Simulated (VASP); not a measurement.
# BaTe (F-43m) in VASP: a series of runs

Aim: see how the results for BaTe move with the level of theory and the settings. Levels: HSE06, PBE, r2SCAN. Tasks: single point.

All numbers are computed with VASP 6.6.1; they aren't measurements. Logs are shortened: lines on timing, memory, paths and dates and some standing lists are left out, and cuts for length are marked.

## Step 1: The cell of the first run

It takes space group F-43m (No. 216, cubic). The conventional cell has a = 7.828 Å, b = 7.828 Å, c = 7.828 Å, α = 90.00°, β = 90.00°, γ = 90.00°. Within 4.5 Å of Ba (site symmetry -43m) lie 4 Te at 3.39 Å. Within 4.5 Å of Te (site symmetry -43m) lie 4 Ba at 3.39 Å.

## Step 2: Single point, HSE06

The input, POSCAR:

```
BaTe
1.0
    0.0000000000      3.9141586662      3.9141586662
    3.9141586662      0.0000000000      3.9141586662
    3.9141586662      3.9141586662      0.0000000000
Ba Te
1 1
Direct
    0.0000000000      0.0000000000      0.0000000000
    0.2500000000      0.2500000000      0.2500000000
```

The input, INCAR.step1:

```
ALGO = Normal
EDIFF = 1E-5
ENCUT = 520
GGA = PE
ISIF = 2
ISMEAR = 1
LASPH = True
LCHARG = False
LREAL = False
LWAVE = True
NBANDS = 15
NELM = 60
PREC = Accurate
SIGMA = 0.001
```

The input, INCAR.step2:

```
ALGO = Normal
EDIFF = 1E-7
ENCUT = 520
GGA = PE
HFSCREEN = 0.2079
ISIF = 2
ISMEAR = 1
ISTART = 1
LASPH = True
LCHARG = False
LHFCALC = True
LREAL = False
LWAVE = False
NBANDS = 15
NELM = 60
PREC = Accurate
PRECFOCK = Normal
SIGMA = 0.001
```

The input, KPOINTS:

```
k-points
0
Gamma
  4 4 4
```

Potentials or basis: VASP PAW PBE potentials, release 64 (Ba_sv, Te).

Started as:

```bash
> cat potpaw_PBE.64/Ba_sv/POTCAR potpaw_PBE.64/Te/POTCAR > POTCAR
> cp INCAR.step1 INCAR
> mpirun -np 1 vasp_std > vasp.out
> cp INCAR.step2 INCAR
> mpirun -np 1 vasp_std > vasp.out
```

OUTCAR:

```text
EDIFF = 1E-7
   ENCUT = 520
   GGA = PE
   HFSCREEN = 0.2079
   ISIF = 2
   ISMEAR = 1
   ISTART = 1
   LASPH = True
   LHFCALC = True
   LREAL = False
   NELM = 60
   PREC = Accurate
   PRECFOCK = Normal

 ion  position               nearest neighbor table
   1  0.000  0.000  0.000-   2 3.39   2 3.39   2 3.39   2 3.39
   2  0.250  0.250  0.250-   1 3.39   1 3.39   1 3.39   1 3.39

  LATTYP: Found a face centered cubic cell.
 ALAT       =     7.8283173324

  Lattice vectors:

 A1 = (   0.0000000000,   3.9141586662,   3.9141586662)
 A2 = (   3.9141586662,   0.0000000000,   3.9141586662)
 A3 = (   3.9141586662,   3.9141586662,   0.0000000000)

Analysis of symmetry for initial positions (statically):
=====================================================================
 Subroutine PRICEL returns:
 Original cell was already a primitive cell.

 Routine SETGRP: Setting up the symmetry group for a
 face centered cubic supercell.

 Subroutine GETGRP returns: Found 24 space group operations
 (whereof 24 operations were pure point group operations)
 out of a pool of 48 trial point group operations.

The static configuration has the point symmetry T_d .

Analysis of symmetry for dynamics (positions and initial velocities):
=====================================================================
 Subroutine PRICEL returns:
 Original cell was already a primitive cell.

 Routine SETGRP: Setting up the symmetry group for a
 face centered cubic supercell.

 Subroutine GETGRP returns: Found 24 space group operations
 (whereof 24 operations were pure point group operations)
 out of a pool of 48 trial point group operations.

The dynamic configuration has the point symmetry T_d .

 Subroutine INISYM returns: Found 24 space group operations
 (whereof 24 operations are pure point group operations),
 and found     1 'primitive' translations

----------------------------------------------------------------------------------------

                                     Primitive cell

  volume of cell :     119.9348

  direct lattice vectors                    reciprocal lattice vectors
     0.000000000  3.914158666  3.914158666    -0.127741372  0.127741372  0.127741372
     3.914158666  0.000000000  3.914158666     0.127741372 -0.127741372  0.127741372
     3.914158666  3.914158666  0.000000000     0.127741372  0.127741372 -0.127741372

  length of vectors
     5.535456271  5.535456271  5.535456271     0.221254547  0.221254547  0.221254547

  position of ions in fractional coordinates (direct lattice)
     0.000000000  0.000000000  0.000000000
     0.250000000  0.250000000  0.250000000

  ion indices of the primitive-cell ions
   primitive index   ion index
                 1           1
                 2           2

----------------------------------------------------------------------------------------

 KPOINTS: k-points

Automatic generation of k-mesh.
 Grid dimensions read from file:
 generate k-points for:    4    4    4

 Generating k-lattice:

  Cartesian coordinates                     Fractional coordinates (reciprocal lattice)
    -0.031935343  0.031935343  0.031935343     0.250000000  0.000000000  0.000000000
     0.031935343 -0.031935343  0.031935343     0.000000000  0.250000000  0.000000000
     0.031935343  0.031935343 -0.031935343     0.000000000  0.000000000  0.250000000

  Length of vectors
     0.055313637  0.055313637  0.055313637

  Shift w.r.t. Gamma in fractional coordinates (k-lattice)
     0.000000000  0.000000000  0.000000000

 Subroutine IBZKPT returns following result:
 ===========================================

 Found      8 irreducible k-points:

 Following reciprocal coordinates:
            Coordinates               Weight
  0.000000  0.000000  0.000000      1.000000
  0.250000  0.000000  0.000000      8.000000
  0.500000  0.000000  0.000000      4.000000
  0.250000  0.250000  0.000000      6.000000
  0.500000  0.250000  0.000000     24.000000
 -0.250000  0.250000  0.000000     12.000000
  0.500000  0.500000  0.000000      3.000000
 -0.250000  0.500000  0.250000      6.000000
   k-points           NKPTS =      8   k-points in BZ     NKDIM =     64   number of bands    NBANDS=     15
   number of dos      NEDOS =    301   number of ions     NIONS =      2
   total plane-waves  NPLWV =  74088
   dimension x,y,z NGX =    42 NGY =   42 NGZ =   42
   dimension x,y,z NGXF=    84 NGYF=   84 NGZF=   84
   ions per type =               1   1
   NGX,Y,Z   is equivalent  to a cutoff of  12.61, 12.61, 12.61 a.u.
   NGXF,Y,Z  is equivalent  to a cutoff of  25.23, 25.23, 25.23 a.u.
 SYSTEM =  unknown system
   PREC   = accura    normal or accurate (medium, high low for compatibility)
   ISTART =      1    job   : 0-new  1-cont  2-samecut
   ICHARG =      0    charge: 1-file 2-atom 10-const
   ISPIN  =      1    spin polarized calculation?
   LNONCOLLINEAR =      F non collinear calculations
   LSORBIT =      F    spin-orbit coupling
   LASPH  =      T    aspherical Exc in radial PAW
   ENCUT  =  520.0 eV  38.22 Ry    6.18 a.u.  10.29 10.29 10.29*2*pi/ulx,y,z
   NELM   =     60;   NELMIN=  2; NELMDL=  0     # of ELM steps
   EDIFF  = 0.1E-06   stopping-criterion for ELM
   LREAL  =      F    real-space projection
   EDIFFG = 0.1E-05   stopping-criterion for IOM
   NSW    =      0    number of steps for IOM
   IBRION =     -1    ionic relax: 0-MD 1-quasi-New 2-CG
   NFREE  =      0    steps in history (QN), initial steepest desc. (CG)
   ISIF   =      2    stress and relaxation
   ISYM   =      3    0-nonsym 1-usesym 2-fastsym
   POTIM  = 0.5000    time-step for ionic-motion
   TEBEG  =    0.0;   TEEND  =   0.0 temperature during run
   PSTRESS=    0.0 pullay stress
   NELECT =      16.0000    total number of electrons
   NUPDOWN=      -1.0000    fix difference up-down
   EMIN   =  10.00;   EMAX   =-10.00  energy-range for DOS
   EFERMI =   0.00;   METHOD = LEGACY
   ISMEAR =     1;   SIGMA  =   0.00  broadening in eV -4-tet -1-fermi 0-gaus
   EFERMI_NEDOS =   21; number of points for ismear=-14 and -15
   IALGO  =     38    algorithm
   IMIX   =      1    mixing-type and parameters
     AMIX     =   0.40;   BMIX     =  1.00
     AMIX_MAG =   1.60;   BMIX_MAG =  1.00
  volume/ion in A,a.u.               =      59.97       404.68
  Fermi-wavevector in a.u.,A,eV,Ry     =   0.836501  1.580757  9.520455  0.699734
  Thomas-Fermi vector in A             =   1.950236
   LORBIT       =      0    0 simple, 1 ext, 2 COOP (PROOUT), +10 PAW based schemes
   GGA     = PE    functional components
   LHFCALC =     T    Hartree Fock is set to
   PRECFOCK=normal    Normal, Fast or Accurate (Low or Medium for compatibility)
   ENCUT4O =  -1.0   cutoff for four orbital integrals eV
   NKREDX  =     1    reduce k-point grid by
   NKREDY  =     1    reduce k-point grid by
   NKREDZ  =     1    reduce k-point grid by
   AEXX    =    0.2500 exact exchange contribution
   HFSCREEN=    0.2079 screening length (either q_TF or 0.3 A-1)
   HFSCREENC=   0.2079 screening length for correlation (either q_TF or 0.3 A-1)
   ENCUTFOCK=  -1.0 apply spherical cutoff to Coloumb kernel
   IVDW    =     0    specifies the selected vdW correction
   LEPSILON=     F    determine dielectric tensor
   LRPA    =     F    only Hartree local field effects (RPA)
 non-spin polarized calculation
 Methfessel and Paxton  Order N= 1 SIGMA  =   0.00
  energy-cutoff  :      520.00
  volume of cell :      119.93
 maximum number of plane-waves:      3250
 NGX is ok and might be reduce to    42
  NGX = 32; NGY = 32; NGZ = 32

 number of electron      16.0000000 magnetization

 Free energy of the ion-electron system (eV)
  ---------------------------------------------------
  ext. energy  EPLUGINS =         0.00000000
  ---------------------------------------------------
  free energy    TOTEN  =        -9.22894705 eV

  energy without entropy =       -9.22894705  energy(sigma->0) =       -9.22894705

 E-fermi :  -0.4768     XC(G=0):  -5.6649

 val. band max:       -0.5270082064   @ k =  -0.2500   0.5000   0.2500
 cond. band min:       2.7651535257   @ k =   0.0000   0.0000   0.0000
 fundamental gap:      3.2921617322
 Fermi energy:        -0.4767956040

 k-point     1 :       0.0000    0.0000    0.0000
  band No.  band energies     occupation
      1     -29.2813      2.00000
      2     -13.4134      2.00000
      3     -13.4134      2.00000
      4     -13.4134      2.00000
      5     -10.0164      2.00000
      6      -0.9642      2.00000
      7      -0.9642      2.00000
      8      -0.9642      2.00000
      9       2.7652      0.00000
     10       4.5713      0.00000
     11       4.5713      0.00000
     12       6.5293      0.00000
     13       6.5293      0.00000
     14       6.5293      0.00000
     15       8.3757      0.00000

 k-point     2 :       0.2500    0.0000    0.0000
  band No.  band energies     occupation
      1     -29.2793      2.00000
      2     -13.5212      2.00000
      3     -13.4226      2.00000
      4     -13.4226      2.00000
      5      -9.8520      2.00000
      6      -1.1845      2.00000
      7      -0.8643      2.00000
      8      -0.8643      2.00000
      9       3.7889      0.00000
     10       4.3984      0.00000
     11       4.3984      0.00000
     12       5.8990      0.00000
     13       6.6138      0.00000
     14       6.7204      0.00000
     15       6.7204      0.00000
[... 77 lines left out ...]
      3     -13.4572      2.00000
      4     -13.4572      2.00000
      5      -9.5948      2.00000
      6      -1.5356      2.00000
      7      -0.5293      2.00000
      8      -0.5293      2.00000
      9       3.1656      0.00000
     10       4.2469      0.00000
     11       5.4557      0.00000
     12       5.4557      0.00000
     13       5.5414      0.00000
     14       7.4660      0.00000
     15       7.9974      0.00000

 k-point     8 :      -0.2500    0.5000    0.2500
  band No.  band energies     occupation
      1     -29.2759      2.00000
      2     -13.6338      2.00000
      3     -13.4712      2.00000
      4     -13.4578      2.00000
      5      -9.5939      2.00000
      6      -1.1208      2.00000
      7      -1.0197      2.00000
      8      -0.5270      2.00000
      9       3.1770      0.00000
     10       4.1164      0.00000
     11       5.2251      0.00000
     12       5.5676      0.00000
     13       6.4744      0.00000
     14       7.4856      0.00000
     15       7.6527      0.00000

------------------------ aborting loop because EDIFF is reached ----------------------------------------

  FORCE on cell =-STRESS in cart. coord.  units (eV):
  Direction    XX          YY          ZZ          XY          YZ          ZX
  --------------------------------------------------------------------------------------
  -------------------------------------------------------------------------------------
  Total        0.0151015      0.0151015      0.0151015      0.0000000      0.0000000      0.0000000
  in kB        0.2017363      0.2017363      0.2017363      0.0000000      0.0000000      0.0000000
  external PRESSURE =       0.2017363 kB  Pullay stress =       0.0000000 kB

 VOLUME and BASIS-vectors are now :
 -----------------------------------------------------------------------------
  energy-cutoff  :      520.00
  volume of cell :      119.93
      direct lattice vectors                 reciprocal lattice vectors
     0.000000000  3.914158666  3.914158666    -0.127741372  0.127741372  0.127741372
     3.914158666  0.000000000  3.914158666     0.127741372 -0.127741372  0.127741372
     3.914158666  3.914158666  0.000000000     0.127741372  0.127741372 -0.127741372

 POSITION                                       TOTAL-FORCE (eV/Angst)
 -----------------------------------------------------------------------------------
      0.00000      0.00000      0.00000        -0.000000     -0.000000     -0.000000
      1.95708      1.95708      1.95708         0.000000      0.000000      0.000000
 -----------------------------------------------------------------------------------
    total drift:                               -0.000001     -0.000000     -0.000000

  FREE ENERGIE OF THE ION-ELECTRON SYSTEM (eV)
  ---------------------------------------------------
  free  energy   TOTEN  =        -9.2289470455 eV

  energy  without entropy=       -9.2289470455  energy(sigma->0) =       -9.22894705
```

It took 40 min on 1 thread of AMD EPYC 7R43 (Zen 3), shared host; peak memory 0.35 GiB.

What came out:

| Item | Value |
| --- | --- |
| Free energy | -9.2289 eV |
| Pressure | 0.0 GPa |
| Band gap on the k mesh | 3.29 eV (least direct gap 3.69 eV) |

Caveat: the PAW data sets were made with another functional, which shifts forces and pressure a little; spin-orbit coupling is left out, which moves the levels of the heavy elements. A k mesh can miss the band edges.

(Part 1 of 2 ends here.)
